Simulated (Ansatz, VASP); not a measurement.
**One calculation of CdW2, two programs**

The input INCAR:

```
SYSTEM = CdW2
PREC = Accurate ; ENCUT = 500
EDIFF = 1E-7 ; ISMEAR = 0
SIGMA = 0.1 ; LREAL = .FALSE.
LASPH = .TRUE. ; NELM = 120
ALGO = Normal ; ISIF = 3
LWAVE = .FALSE. ; LCHARG = .FALSE.
GGA = PE ; IBRION = 2
NSW = 100 ; EDIFFG = -0.01
GGA_COMPAT = .FALSE. ; NELMIN = 4
```

The input KPOINTS:

```
regular mesh
0
G
  18 18 6
  0 0 0
```

Contents of POSCAR:

```
CdW2
1.0
    2.8284386666      0.0000000000      0.0000000000
   -1.4142193333      2.4494997384      0.0000000000
    0.0000000000      0.0000000000      7.5407974388
Cd W
1 2
Direct
    0.0000000000      0.0000000000      0.0000000000
    0.3333333333      0.6666666667      0.3420046239
    0.6666666667      0.3333333333      0.6579953761
```

Input for Ansatz:

```yaml
crystal:
  lattice:
    - [2.8284386666, 0.0, 0.0]
    - [-1.4142193333, 2.4494997384, 0.0]
    - [0.0, 0.0, 7.5407974388]
  atoms:
    - { symbol: Cd, position: [0.0, 0.0, 0.0] }
    - { symbol: W, position: [0.3333333333, 0.6666666667, 0.3420046239] }
    - { symbol: W, position: [0.6666666667, 0.3333333333, 0.6579953761] }
basis:
  ecutwfc: 420
kpoints:
  mp_grid: { grid: [18, 18, 6] }
hamiltonian:
  xc: pbe
scf:
  occupations: { method: gaussian, width: 0.1 }
output:
  forces: true
  stress: true
  eigenvalues: true
  write_density: true
  write_potential: true
  elf: true
  volumetric_format: npy
relax:
  adjacent_minimum: "off"
  f_tol: 0.01
  max_steps: 80
  cell: { stress_tol: 0.05 }
```

Alike in both runs: task relaxation of cell and atoms; functional PBE; k mesh 18 × 18 × 6; occupations gaussian, width 0.1 eV; no spin polarisation.

|  | VASP | Ansatz |
| --- | --- | --- |
| version | VASP 6.6.1 | Ansatz 0.2.0 |
| potentials or method | VASP PAW PBE potentials, release 64 (Cd, W_sv), cutoff 500 eV | scalar-relativistic, plane waves, PAW |
| valence electrons in the cell | 40 | 48 |

```tsv
	VASP	Ansatz	Ansatz less VASP
gap on the k mesh at the Fermi level, each at its own relaxed structure (eV)	none	none	-
relaxed volume (Å³/atom)	17.51	17.45	-0.058
relaxed cell length with the largest relative difference (Å)	7.557	7.545	-0.0120
```

A gap of «none» marks a metal or a gap that the smearing closes. VASP's potentials hold 40 valence electrons a cell and Ansatz's 48, so a difference there can come from the potentials and not from the codes.

Neither program's run includes spin-orbit coupling.
